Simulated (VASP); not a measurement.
Set up this calculation in VASP 6.6.1, as the native input.

| Property | Result |
| --- | --- |
| Task | single point |
| Functional | PBE |
| Potentials or basis | VASP PAW PBE potentials, release 64 (Ir, F) |
| Cutoff | 520 eV |
| k mesh | 10 × 10 × 1 |
| Occupations | gaussian, width 0.1 eV |
| Spin | no spin polarisation |
| Dipole correction | yes |
| Further INCAR settings | ALGO = Normal; EDIFF = 1e-07; NBANDS = 25 |

The structure of Ir3F lies in POSCAR:

```
Ir3F
1.0
    2.7367600872      0.0000000000      0.0000000000
    0.0000000000      2.7367600872      0.0000000000
    0.0000000000      0.0000000000     19.1883373424
Ir F
3 1
Direct
    0.5000000000      0.5000000000      0.2084599582
    0.0000000000      0.0000000000      0.3045662607
    0.5000000000      0.5000000000      0.4006776202
    1.0000000000      1.0000000000      0.4785351458
```

These files were run (other wordings do the same):

INCAR

```
SYSTEM = Ir3F
PREC = Accurate
ENCUT = 520
EDIFF = 1E-7
ISMEAR = 0
SIGMA = 0.1
LREAL = .False.
LASPH = .True.
NELM = 60
ALGO = Normal
ISIF = 2
LWAVE = .False.
LCHARG = .False.
LDIPOL = .True.
IDIPOL = 3
DIPOL = 0.5 0.5 0.348
GGA = PE
NBANDS = 25
```

KPOINTS

```
regular mesh
0
Gamma
  10 10 1
  0 0 0
```

Potentials or basis: VASP PAW PBE potentials, release 64 (Ir, F).

Launch:

```console
$ cat potpaw_PBE.64/Ir/POTCAR potpaw_PBE.64/F/POTCAR > POTCAR
$ mpirun -np 1 vasp_std > vasp.out
```

Results of the run:

```yaml
Largest_force: 0.430 eV/Å
Band_gap_on_the_k_mesh: zero (band 17 reaches -0.09 eV, above the bottom of band 18 at -1.66 eV)
```

Caveat: spin-orbit coupling is left out, which moves the levels of the heavy elements.

Run time: 87 s on 1 thread of Intel(R) Xeon(R) Platinum 8488C (Sapphire Rapids), with other jobs on the host, peak memory 0.25 GiB.
